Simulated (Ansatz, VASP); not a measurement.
# NbC2 in VASP and in Ansatz

```
Nb C
1.0
     4.01454    0.00000    0.00000
     0.00000    4.01454    0.00000
     0.00000    0.00000    5.57764
Nb C
2 4
Direct
  0.50000 0.50000 0.22741
  0.50000 0.50000 0.77259
  0.18325 0.18325 0.00000
  0.81675 0.81675 0.00000
  0.81675 0.18325 0.00000
  0.18325 0.81675 0.00000
```

Alike in both runs: functional PBE; k mesh 4 × 4 × 3; occupations gaussian, width 0.2 eV; no spin polarisation.

Ansatz relaxed the structure, and its values are those at the end. VASP's run is a single point on that final structure, the one shown.

|  | VASP | Ansatz |
| --- | --- | --- |
| version | VASP 6.6.1 | Ansatz 0.2.0 |
| potentials or method | VASP PAW PBE potentials, release 64 (Nb_sv, C), cutoff 600 eV | scalar-relativistic, plane waves, PAW |
| valence electrons in the cell | 42 | 42 |

VASP gave:

| Item | Value |
| --- | --- |
| gap on the k mesh at the Fermi level (eV) | none |
| pressure (GPa) | -0.2 |
| rms of the force components (eV/Å) | 0.043 |

Problem. What did Ansatz give for the same quantities?

Solution. gap on the k mesh at the Fermi level (eV): none; pressure (GPa): -0.1; rms of the force components (eV/Å): 0.001.

A gap of «none» marks a metal or a gap that the smearing closes. The functional is the same, so the differences come from potentials, cutoffs and numerics.

The k mesh is coarse, so the values compare programs but aren't converged.
